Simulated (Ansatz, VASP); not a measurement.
**BiTe in VASP and in Ansatz**

```
CELL_PARAMETERS angstrom
0.00000 3.20243 3.20243
3.20243 0.00000 3.20243
3.20243 3.20243 0.00000
ATOMIC_POSITIONS crystal
Bi 0.00000 0.00000 0.00000
Te 0.50000 0.50000 0.50000
```

Change from the starting cell: strain -0.015 along x and y, -0.015 along z, atoms carried along.

Alike in both runs: task single point; functional PBE; k mesh 16 × 16 × 16; occupations gaussian, width 0.15 eV; no spin polarisation.

|  | VASP | Ansatz |
| --- | --- | --- |
| version | VASP 6.6.1 | Ansatz 0.2.0 |
| potentials or method | VASP PAW PBE potentials, release 64 (Bi_d, Te), cutoff 520 eV | scalar-relativistic, plane waves, PAW |
| valence electrons in the cell | 21 | 31 |

```csv
,VASP,Ansatz,Ansatz less VASP
gap on the k mesh at the Fermi level (eV),none,none,-
pressure (GPa),2.3,2.4,+0.06
```

A gap of «none» marks a metal or a gap that the smearing closes. VASP's potentials hold 21 valence electrons a cell and Ansatz's 31, so a difference there can come from the potentials and not from the codes.

Spin-orbit coupling is off throughout.
